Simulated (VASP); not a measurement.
Input of a VASP 6.6.1 run:

The input POSCAR:

```
MgO
1.0
    0.0000000000      2.1529637331      2.1529637331
    2.1529637331      0.0000000000      2.1529637331
    2.1529637331      2.1529637331      0.0000000000
Mg O
1 1
Direct
    0.0000000000      0.0000000000      0.0000000000
    0.5000000000      0.5000000000      0.5000000000
```

Contents of INCAR.step1:

```
SYSTEM = MgO
PREC = Accurate
ENCUT = 520
EDIFF = 1E-5
ISMEAR = -1
SIGMA = 0.05
LREAL = .FALSE.
LASPH = .TRUE.
NELM = 60
ALGO = Normal
ISIF = 2
LWAVE = .TRUE.
LCHARG = .FALSE.
GGA = PE
NBANDS = 11
```

File INCAR.step2:

```
SYSTEM = MgO
PREC = Accurate
ENCUT = 520
EDIFF = 1E-6
ISMEAR = -1
SIGMA = 0.05
LREAL = .FALSE.
LASPH = .TRUE.
NELM = 60
ALGO = Normal
ISIF = 2
LWAVE = .FALSE.
LCHARG = .FALSE.
GGA = PE
LHFCALC = .TRUE.
HFSCREEN = 0.2079
PRECFOCK = Normal
ISTART = 1
NBANDS = 11
```

File KPOINTS:

```
Automatic mesh
0
G
  4 4 4
  0 0 0
```

Potentials or basis: VASP PAW PBE potentials, release 64 (Mg, O).

Run with:

```bash
$ cat potpaw_PBE.64/Mg/POTCAR potpaw_PBE.64/O/POTCAR > POTCAR
$ cp INCAR.step1 INCAR
$ mpirun -np 1 vasp_std > vasp.out
$ cp INCAR.step2 INCAR
$ mpirun -np 1 vasp_std > vasp.out
```

(1) What does it give for the band gap on the k mesh?

(2) Predict the pressure.

Results:

(1) 5.77 eV.

(2) -11.0 GPa.

Caveat: the k points lie up to 0.63 Å⁻¹ apart; the PAW data sets were made with another functional, which shifts forces and pressure a little.
